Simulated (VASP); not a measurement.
A run of VASP 6.6.1 is set up as follows.

INCAR

```
SYSTEM = Fe
PREC = Accurate
ENCUT = 690
EDIFF = 1E-6
ISMEAR = -1
SIGMA = 0.15
LREAL = .FALSE.
LASPH = .TRUE.
NELM = 200
ALGO = Normal
ISIF = 2
LWAVE = .FALSE.
LCHARG = .TRUE.
ISPIN = 2
MAGMOM = 2.4
LORBIT = 11
LMAXMIX = 4
GGA = PE
IVDW = 13
LELF = .TRUE.
LVHAR = .TRUE.
NBANDS = 18
GGA_COMPAT = .FALSE.
```

KPOINTS

```
Automatic mesh
0
G
  11 11 11
  0 0 0
```

The input POSCAR:

```
Fe
1.0
    0.0000000000      1.7150000000      1.7150000000
    1.7150000000      0.0000000000      1.7150000000
    1.7150000000      1.7150000000      0.0000000000
Fe
1
Direct
    0.0000000000      0.0000000000      0.0000000000
```

Potentials or basis: VASP PAW PBE potentials, release 64 (Fe_sv).

The run is started by

```console
$ cat potpaw_PBE.64/Fe_sv/POTCAR > POTCAR
$ mpirun -np 1 vasp_std > vasp.out
```

(1) Predict the net moment.

(2) What does it give for the dispersion energy per atom?

(3) Estimate the site moments.

(4) What does it give for the pressure?

Results:

(1) 0.56 μB per cell.

(2) -0.395 eV.

(3) Fe +0.55 μB.

(4) 1.2 GPa.
